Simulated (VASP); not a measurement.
# TePb: single point with PBE

Crystal: TePb.

```
CELL_PARAMETERS angstrom
0.00000 3.28499 3.28499
3.28499 0.00000 3.28499
3.28499 3.28499 0.00000
ATOMIC_POSITIONS crystal
Pb 0.00000 0.00000 0.00000
Te 0.50000 0.50000 0.50000
```

| Quantity | Value |
| --- | --- |
| Program | VASP 6.6.1 |
| Task | single point |
| Functional | PBE |
| Potentials or basis | VASP PAW PBE potentials, release 64 (Pb_d, Te) |
| Cutoff | 500 eV |
| k mesh | 8 × 8 × 8 |
| Occupations | gaussian, width 0.02 eV |
| Spin | no spin polarisation |

```json
{
  "Pressure": "-0.1 GPa",
  "Band gap on the k mesh": "0.83 eV"
}
```

Levels at points of the mesh, in eV from the valence-band top:
```tsv
k point	band 6	band 7	band 8	band 9	band 10	band 11	band 12	band 13	band 14	band 15
(0.00, 0.00, 0.00)	-11.61	-5.71	-1.15	-1.15	-1.15	4.03	4.03	4.03	5.92	5.92
(0.50, 0.00, 0.00)	-10.30	-8.33	-0.73	-0.73	0.00	0.83	1.40	1.40	8.34	9.14
(0.50, 0.50, 0.00)	-10.10	-7.21	-4.11	-2.51	-2.51	3.51	5.30	5.30	6.43	10.00
```

It took 60 s on 1 thread of Intel Xeon 8259CL, with other jobs on the host, peak memory 0.22 GiB.

Caveat: spin-orbit coupling is left out, which moves the levels of the heavy elements. A k mesh can miss the band edges.
